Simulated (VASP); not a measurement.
# C in VASP: notebook

C is run at these levels: PBE; tasks: single point.

Program: VASP 6.6.1. These are calculated values, not measurements. Logs are shortened: lines on timing, memory, paths and dates and some standing lists are left out, and cuts for length are marked.

**1. The cell of the first run**

The structure is cubic, space group Fd-3m (No. 227). Conventional cell: a = 3.602 Å, b = 3.602 Å, c = 3.602 Å, α = 90.00°, β = 90.00°, γ = 90.00°. C (site symmetry -43m) has 4 C at 1.56 Å within 2.1 Å.

**2. Single point, PBE**

INCAR reads:

```
SYSTEM = C
PREC = Accurate ; ENCUT = 600
EDIFF = 1E-6 ; ISMEAR = 0
SIGMA = 0.02 ; LREAL = .FALSE.
LASPH = .TRUE. ; NELM = 120
ALGO = Normal ; ISIF = 2
LWAVE = .FALSE. ; LCHARG = .FALSE.
GGA = PE ; NBANDS = 11
GGA_COMPAT = .FALSE.
```

KPOINTS reads:

```
regular mesh
0
G
  20 20 20
  0 0 0
```

POSCAR reads:

```
C
1.0
    0.0000000000      1.8010282771      1.8010282771
    1.8010282771      0.0000000000      1.8010282771
    1.8010282771      1.8010282771      0.0000000000
C
2
Direct
    0.7500000000      0.7500000000      0.7500000000
    0.5000000000      0.5000000000      0.5000000000
```

Potentials or basis: VASP PAW PBE potentials, release 64 (C).

On the command line:

```sh
> cat potpaw_PBE.64/C/POTCAR > POTCAR
> mpirun -np 1 vasp_std > vasp.out
```

OUTCAR:

```text
SYSTEM = C
   PREC = Accurate
   ENCUT = 600
   EDIFF = 1E-6
   ISMEAR = 0
   LREAL = .FALSE.
   LASPH = .TRUE.
   NELM = 120
   ISIF = 2
   GGA = PE

 ion  position               nearest neighbor table
   1  0.750  0.750  0.750-   2 1.56   2 1.56   2 1.56   2 1.56
   2  0.500  0.500  0.500-   1 1.56   1 1.56   1 1.56   1 1.56

  LATTYP: Found a face centered cubic cell.
 ALAT       =     3.6020565542

  Lattice vectors:

 A1 = (   0.0000000000,   1.8010282771,   1.8010282771)
 A2 = (   1.8010282771,   0.0000000000,   1.8010282771)
 A3 = (   1.8010282771,   1.8010282771,   0.0000000000)

Analysis of symmetry for initial positions (statically):
=====================================================================
 Subroutine PRICEL returns:
 Original cell was already a primitive cell.

 Routine SETGRP: Setting up the symmetry group for a
 face centered cubic supercell.

 Subroutine GETGRP returns: Found 48 space group operations
 (whereof 24 operations were pure point group operations)
 out of a pool of 48 trial point group operations.

The static configuration has the point symmetry T_d .
 The point group associated with its full space group is O_h .

Analysis of symmetry for dynamics (positions and initial velocities):
=====================================================================
 Subroutine PRICEL returns:
 Original cell was already a primitive cell.

 Routine SETGRP: Setting up the symmetry group for a
 face centered cubic supercell.

 Subroutine GETGRP returns: Found 48 space group operations
 (whereof 24 operations were pure point group operations)
 out of a pool of 48 trial point group operations.

The dynamic configuration has the point symmetry T_d .
 The point group associated with its full space group is O_h .

 Subroutine INISYM returns: Found 48 space group operations
 (whereof 24 operations are pure point group operations),
 and found     1 'primitive' translations

----------------------------------------------------------------------------------------

                                     Primitive cell

  volume of cell :      11.6840

  direct lattice vectors                    reciprocal lattice vectors
     0.000000000  1.801028277  1.801028277    -0.277619184  0.277619184  0.277619184
     1.801028277  0.000000000  1.801028277     0.277619184 -0.277619184  0.277619184
     1.801028277  1.801028277  0.000000000     0.277619184  0.277619184 -0.277619184

  length of vectors
     2.547038616  2.547038616  2.547038616     0.480850531  0.480850531  0.480850531

  position of ions in fractional coordinates (direct lattice)
     0.750000000  0.750000000  0.750000000
     0.500000000  0.500000000  0.500000000

  ion indices of the primitive-cell ions
   primitive index   ion index
                 1           1
                 2           2

----------------------------------------------------------------------------------------

 KPOINTS: regular mesh

Automatic generation of k-mesh.
 Grid dimensions read from file:
 generate k-points for:   20   20   20

 Generating k-lattice:

  Cartesian coordinates                     Fractional coordinates (reciprocal lattice)
    -0.013880959  0.013880959  0.013880959     0.050000000  0.000000000  0.000000000
     0.013880959 -0.013880959  0.013880959     0.000000000  0.050000000  0.000000000
     0.013880959  0.013880959 -0.013880959     0.000000000  0.000000000  0.050000000

  Length of vectors
     0.024042527  0.024042527  0.024042527

  Shift w.r.t. Gamma in fractional coordinates (k-lattice)
     0.000000000  0.000000000  0.000000000

 Subroutine IBZKPT returns following result:
 ===========================================

 Found    256 irreducible k-points:

 Following reciprocal coordinates:
            Coordinates               Weight
  0.000000  0.000000  0.000000      1.000000
  0.050000  0.000000  0.000000      8.000000
  0.100000  0.000000  0.000000      8.000000
  0.150000  0.000000  0.000000      8.000000
  0.200000  0.000000  0.000000      8.000000
  0.250000  0.000000  0.000000      8.000000
[... 16 lines left out ...]
 -0.400000  0.050000  0.000000     24.000000
 -0.350000  0.050000  0.000000     24.000000
 [... further k-points ...]
   k-points           NKPTS =    256   k-points in BZ     NKDIM =    256   number of bands    NBANDS=     11
   number of dos      NEDOS =    301   number of ions     NIONS =      2
   total plane-waves  NPLWV =   8000
   dimension x,y,z NGX =    20 NGY =   20 NGZ =   20
   dimension x,y,z NGXF=    40 NGYF=   40 NGZF=   40
   ions per type =               2
   NGX,Y,Z   is equivalent  to a cutoff of  13.05, 13.05, 13.05 a.u.
   NGXF,Y,Z  is equivalent  to a cutoff of  26.11, 26.11, 26.11 a.u.
 SYSTEM =  C
   PREC   = accura    normal or accurate (medium, high low for compatibility)
   ISTART =      0    job   : 0-new  1-cont  2-samecut
   ICHARG =      2    charge: 1-file 2-atom 10-const
   ISPIN  =      1    spin polarized calculation?
   LNONCOLLINEAR =      F non collinear calculations
   LSORBIT =      F    spin-orbit coupling
   LASPH  =      T    aspherical Exc in radial PAW
   ENCUT  =  600.0 eV  44.10 Ry    6.64 a.u.   5.09  5.09  5.09*2*pi/ulx,y,z
   NELM   =    120;   NELMIN=  2; NELMDL= -5     # of ELM steps
   EDIFF  = 0.1E-05   stopping-criterion for ELM
   LREAL  =      F    real-space projection
   EDIFFG = 0.1E-04   stopping-criterion for IOM
   NSW    =      0    number of steps for IOM
   IBRION =     -1    ionic relax: 0-MD 1-quasi-New 2-CG
   NFREE  =      0    steps in history (QN), initial steepest desc. (CG)
   ISIF   =      2    stress and relaxation
   ISYM   =      2    0-nonsym 1-usesym 2-fastsym
   POTIM  = 0.5000    time-step for ionic-motion
   TEBEG  =    0.0;   TEEND  =   0.0 temperature during run
   PSTRESS=    0.0 pullay stress
   NELECT =       8.0000    total number of electrons
   NUPDOWN=      -1.0000    fix difference up-down
   EMIN   =  10.00;   EMAX   =-10.00  energy-range for DOS
   EFERMI =   0.00;   METHOD = LEGACY
   ISMEAR =     0;   SIGMA  =   0.02  broadening in eV -4-tet -1-fermi 0-gaus
   EFERMI_NEDOS =   21; number of points for ismear=-14 and -15
   IALGO  =     38    algorithm
   IMIX   =      4    mixing-type and parameters
     AMIX     =   0.40;   BMIX     =  1.00
     AMIX_MAG =   1.60;   BMIX_MAG =  1.00
  volume/ion in A,a.u.               =       5.84        39.42
  Fermi-wavevector in a.u.,A,eV,Ry     =   1.442916  2.726715 28.327408  2.082006
  Thomas-Fermi vector in A             =   2.561382
   LORBIT       =      0    0 simple, 1 ext, 2 COOP (PROOUT), +10 PAW based schemes
   GGA     = PE    functional components
   LHFCALC =     F    Hartree Fock is set to
   AEXX    =    0.0000 exact exchange contribution
   IVDW    =     0    specifies the selected vdW correction
   LEPSILON=     F    determine dielectric tensor
   LRPA    =     F    only Hartree local field effects (RPA)
 non-spin polarized calculation
 Gauss-broadening in eV      SIGMA  =   0.02
  energy-cutoff  :      600.00
  volume of cell :       11.68
 maximum number of plane-waves:       399
   NGX = 11   NGY = 11   NGZ = 11

 number of electron       8.0000000 magnetization

 Free energy of the ion-electron system (eV)
  ---------------------------------------------------
  ext. energy  EPLUGINS =         0.00000000
  ---------------------------------------------------
  free energy    TOTEN  =       -18.18180004 eV

  energy without entropy =      -18.18180004  energy(sigma->0) =      -18.18180004

 E-fermi :   9.5511     XC(G=0): -13.1028

 val. band max:        9.3052846654   @ k =   0.0000   0.0000   0.0000
 cond. band min:      13.3736480323   @ k =   0.3500   0.3500   0.0000
 fundamental gap:      4.0683633670
 Fermi energy:         9.5511297552

 k-point     1 :       0.0000    0.0000    0.0000
  band No.  band energies     occupation
      1     -11.7780      2.00000
      2       9.3053      2.00000
      3       9.3053      2.00000
      4       9.3053      2.00000
      5      14.8145      0.00000
      6      14.8145      0.00000
      7      14.8145      0.00000
      8      21.9655      0.00000
      9      28.2271      0.00000
     10      35.5198      0.00000
     11      35.5198      0.00000

 k-point     2 :       0.0500    0.0000    0.0000
  band No.  band energies     occupation
      1     -11.7101      2.00000
      2       8.8327      2.00000
      3       9.1858      2.00000
      4       9.1858      2.00000
      5      14.9705      0.00000
      6      14.9705      0.00000
      7      15.0992      0.00000
      8      22.0326      0.00000
      9      28.3469      0.00000
     10      34.3302      0.00000
     11      34.3302      0.00000

 k-point     3 :       0.1000    0.0000    0.0000
  band No.  band energies     occupation
      1     -11.5067      2.00000
      2       7.6682      2.00000
      3       8.8733      2.00000
      4       8.8733      2.00000
      5      15.3820      0.00000
      6      15.3820      0.00000
      7      15.7103      0.00000
      8      22.2334      0.00000
      9      28.6678      0.00000
     10      33.0560      0.00000
     11      33.0560      0.00000

 k-point     4 :       0.1500    0.0000    0.0000
  band No.  band energies     occupation
      1     -11.1688      2.00000
      2       6.1677      2.00000
      3       8.4596      2.00000
      4       8.4596      2.00000
      5      15.9267      0.00000
      6      15.9267      0.00000
      7      16.3280      0.00000
      8      22.5598      0.00000
      9      29.0785      0.00000
     10      32.1138      0.00000
     11      32.1138      0.00000
[... 239 lines left out ...]
 k-point    22 :      -0.4500    0.0500    0.0000
  band No.  band energies     occupation
      1      -6.3726      2.00000
      2      -3.3845      2.00000
      3       6.2622      2.00000
      4       6.5608      2.00000
      5      17.5955      0.00000
      6      17.7616      0.00000
      7      17.9952      0.00000
      8      24.6941      0.00000
      9      30.4510      0.00000
     10      33.0580      0.00000
     11      34.1553      0.00000

 k-point    23 :      -0.4000    0.0500    0.0000
  band No.  band energies     occupation
      1      -7.2377      2.00000
      2      -2.2611      2.00000
      3       6.2733      2.00000
      4       6.7517      2.00000
      5      17.6325      0.00000
      6      17.6782      0.00000
      7      17.9512      0.00000
      8      24.5458      0.00000
      9      30.2067      0.00000
     10      33.0164      0.00000
     11      33.2983      0.00000

 k-point    24 :      -0.3500    0.0500    0.0000
  band No.  band energies     occupation
      1      -8.1783      2.00000
      2      -0.8464      2.00000
      3       6.3749      2.00000
      4       7.0208      2.00000
      5      17.4554      0.00000
      6      17.7093      0.00000
      7      17.8691      0.00000
      8      24.2609      0.00000
      9      29.9745      0.00000
     10      31.8912      0.00000
     11      33.2270      0.00000

 [... further k-points ...]
[... 5 lines left out ...]
  --------------------------------------------------------------------------------------
  -------------------------------------------------------------------------------------
  Total       -0.7721675     -0.7721675     -0.7721675      0.0000000      0.0000000     -0.0000000
  in kB     -105.8840449   -105.8840449   -105.8840449      0.0000000      0.0000000     -0.0000000
  external PRESSURE =    -105.8840449 kB  Pullay stress =       0.0000000 kB

 VOLUME and BASIS-vectors are now :
 -----------------------------------------------------------------------------
  energy-cutoff  :      600.00
  volume of cell :       11.68
      direct lattice vectors                 reciprocal lattice vectors
     0.000000000  1.801028277  1.801028277    -0.277619184  0.277619184  0.277619184
     1.801028277  0.000000000  1.801028277     0.277619184 -0.277619184  0.277619184
     1.801028277  1.801028277  0.000000000     0.277619184  0.277619184 -0.277619184

 POSITION                                       TOTAL-FORCE (eV/Angst)
 -----------------------------------------------------------------------------------
      2.70154      2.70154      2.70154         0.000000      0.000000      0.000000
      1.80103      1.80103      1.80103        -0.000000     -0.000000     -0.000000
 -----------------------------------------------------------------------------------
    total drift:                                0.000000     -0.000000      0.000000

  FREE ENERGIE OF THE ION-ELECTRON SYSTEM (eV)
  ---------------------------------------------------
  free  energy   TOTEN  =       -18.1818000397 eV

  energy  without entropy=      -18.1818000397  energy(sigma->0) =      -18.18180004
```

It took 33 s on 1 thread of Intel Xeon 8259CL, shared host; peak memory 0.14 GiB.

What came out:

* Free energy: -18.1818 eV
* Pressure: -10.6 GPa
* Band gap on the k mesh: 4.07 eV (least direct gap 5.51 eV)

Levels at points of the mesh, in eV from the valence-band top:
| k point | band 1 | band 2 | band 3 | band 4 | band 5 | band 6 | band 7 | band 8 |
| --- | --- | --- | --- | --- | --- | --- | --- | --- |
| (0.00, 0.00, 0.00) | -21.08 | 0.00 | 0.00 | 0.00 | 5.51 | 5.51 | 5.51 | 12.66 |
| (0.50, 0.00, 0.00) | -15.48 | -13.05 | -2.72 | -2.72 | 8.33 | 8.33 | 8.45 | 15.42 |
| (0.50, 0.50, 0.00) | -12.56 | -12.56 | -6.12 | -6.12 | 4.70 | 4.70 | 16.36 | 16.36 |

Caveat: the cell stands under tension.

**3. Single point, PBE**

This run uses another cell than the first one, of 6.01 Å³/atom.

INCAR reads:

```
PREC = Accurate
ENCUT = 600
EDIFF = 1E-6
ISMEAR = 0
SIGMA = 0.02
LREAL = F
LASPH = T
NELM = 120
ALGO = Normal
ISIF = 2
LWAVE = F
LCHARG = F
GGA = PE
NBANDS = 11
GGA_COMPAT = F
```

KPOINTS reads:

```
regular mesh
0
Gamma
  20 20 20
```

POSCAR reads:

```
C
1.0
    0.0000000000      1.8183469191      1.8183469191
    1.8183469191      0.0000000000      1.8183469191
    1.8183469191      1.8183469191      0.0000000000
C
2
Direct
    0.7500000000      0.7500000000      0.7500000000
    0.5000000000      0.5000000000      0.5000000000
```

Potentials or basis: VASP PAW PBE potentials, release 64 (C).

On the command line:

```sh
> cat potpaw_PBE.64/C/POTCAR > POTCAR
> mpirun -np 1 vasp_std > vasp.out
```

Run time: 45 s. Hardware: 1 thread of Intel Xeon 8259CL, shared host; peak memory 0.15 GiB.

It converged, with:

| Item | Value |
| --- | --- |
| Free energy | -18.1489 eV |
| Pressure | -21.3 GPa |
| Band gap on the k mesh | 4.01 eV (least direct gap 5.43 eV) |

Levels at points of the mesh, in eV from the valence-band top:
| k point | band 1 | band 2 | band 3 | band 4 | band 5 | band 6 | band 7 | band 8 |
| --- | --- | --- | --- | --- | --- | --- | --- | --- |
| (0.00, 0.00, 0.00) | -20.71 | 0.00 | 0.00 | 0.00 | 5.43 | 5.43 | 5.43 | 12.02 |
| (0.50, 0.00, 0.00) | -15.26 | -12.74 | -2.65 | -2.65 | 8.07 | 8.21 | 8.21 | 15.15 |
| (0.50, 0.50, 0.00) | -12.36 | -12.36 | -5.95 | -5.95 | 4.64 | 4.64 | 15.94 | 15.94 |

Caveat: the cell stands under tension. A hybrid or GW would open this gap; PBE tends to underestimate it.

**4. Single point, PBE**

This run uses another cell than the first one, of 5.67 Å³/atom.

INCAR reads:

```
SYSTEM = C
ALGO = Normal
EDIFF = 1E-6
ENCUT = 600
GGA = PE
GGA_COMPAT = .FALSE.
ISIF = 2
ISMEAR = 0
LASPH = .TRUE.
LCHARG = .FALSE.
LREAL = .FALSE.
LWAVE = .FALSE.
NBANDS = 11
NELM = 120
PREC = Accurate
SIGMA = 0.02
```

KPOINTS reads:

```
k-points
0
G
  20 20 20
  0 0 0
```

POSCAR reads:

```
C
1.0
    0.0000000000      1.7833700000      1.7833700000
    1.7833700000      0.0000000000      1.7833700000
    1.7833700000      1.7833700000      0.0000000000
C
2
Direct
    0.7780368067      0.7780368067      0.7219631933
    0.5000000000      0.5000000000      0.5000000000
```

On the command line:

```sh
> cat potpaw_PBE.64/C/POTCAR > POTCAR
> mpirun -np 1 vasp_std > vasp.out
```

It took 2.5 min on 1 thread of Intel Xeon 8259CL, shared host; peak memory 0.24 GiB.

Results (log left out):

- Free energy: -18.0059 eV
- Pressure: 5.2 GPa
- Largest force: 3.642 eV/Å
- Band gap on the k mesh: 2.41 eV (least direct gap 2.76 eV)

Forces in eV/Å, atoms in the order of the input:
```
C    0.000  0.000 -3.642
C    0.000  0.000  3.642
```

Stress tensor (GPa, compression positive):
```
 6.03 -4.43  0.00
-4.43  6.03  0.00
 0.00  0.00  3.64
```

Levels at points of the mesh, in eV from the valence-band top:
```
           k point  band 1  band 2  band 3  band 4  band 5  band 6  band 7  band 8
(0.00, 0.00, 0.00)  -23.02   -3.06   -1.39    0.00    2.76    3.88    5.48   11.76
(0.50, 0.00, 0.00)  -17.09  -15.33   -4.91   -3.46    5.80    6.95    8.91   14.71
(0.00, 0.00, 0.50)  -17.43  -14.53   -5.32   -3.54    5.16    7.41    8.14   13.54
(0.50, 0.50, 0.00)  -14.70  -13.90   -8.38   -7.41    2.77    3.72   14.42   16.37
(0.00, 0.50, 0.50)  -14.37  -14.37   -7.75   -7.75    3.03    3.03   15.55   15.55
```

Caveat: the cell stands under pressure; forces of over 1 eV/Å act on the atoms, so gaps and moduli don't describe the material at rest. A k mesh can miss the band edges.

**5. Summary**

| cell | gap on the mesh (eV) | pressure (GPa) |
| --- | --- | --- |
| a = 2.547 Å, angles 60.0°, 2 atoms, atomic positions A | 4.07 | -10.6 |
| a = 2.572 Å, angles 60.0°, 2 atoms, atomic positions A | 4.01 | -21.3 |
| a = 2.522 Å, angles 60.0°, 2 atoms, atomic positions B | 2.41 | 5.2 |

Alike in all rows: task single point; level PBE; potentials or basis VASP PAW PBE potentials, release 64 (C); no spin polarisation; k mesh 20 × 20 × 20; cutoff (eV) 600; smearing gaussian 0.02 eV.

Caveats: the cell stands under tension (at least some runs); the cell stands under pressure (at least some runs); forces of over 1 eV/Å act on the atoms, so gaps and moduli don't describe the material at rest (at least some runs).

Total energies depend on the potentials used, so only differences within one code and one set of settings carry meaning.
